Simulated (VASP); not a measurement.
Write the native input for VASP 6.6.1 that does the following.

```
Task                   : single point
Functional             : PBEsol
Potentials or basis    : VASP PAW PBE potentials, release 64 (Ti_sv, C)
Cutoff                 : 520 eV
k mesh                 : 16 × 16 × 16
Occupations            : gaussian, width 0.1 eV
Spin                   : no spin polarisation
Dipole correction      : no
Further INCAR settings : ALGO = Normal; EDIFF = 1e-06; NBANDS = 15
```

The structure of TiC lies in POSCAR:

```
TiC
1.0
    0.0000000000      2.2159728791      2.2159728791
    2.2159728791      0.0000000000      2.2159728791
    2.2159728791      2.2159728791      0.0000000000
Ti C
1 1
Direct
    0.0000000000      0.0000000000      0.0000000000
    0.5000000000      0.5000000000      0.5000000000
```

The input as run:

INCAR

```
PREC = Accurate
ENCUT = 520
EDIFF = 1E-6
ISMEAR = 0
SIGMA = 0.1
LREAL = F
LASPH = T
NELM = 80
ALGO = Normal
ISIF = 2
LWAVE = F
LCHARG = F
GGA = PS
NBANDS = 15
```

KPOINTS

```
Automatic mesh
0
Gamma
  16 16 16
```

Potentials or basis: VASP PAW PBE potentials, release 64 (Ti_sv, C).

Launch:

```sh
$ cat potpaw_PBE.64/Ti_sv/POTCAR potpaw_PBE.64/C/POTCAR > POTCAR
$ mpirun -np 1 vasp_std > vasp.out
```

It gave:

```yaml
Pressure: -21.0 GPa
Band_gap_on_the_k_mesh: zero (bands 8 and 9 overlap by 1.03 eV)
```

Caveat: the cell stands under tension; the PAW data sets were made with another functional, which shifts forces and pressure a little.

Run time: 55 s on 1 thread of Intel Xeon 8259CL, with other jobs on the host, peak memory 0.17 GiB.
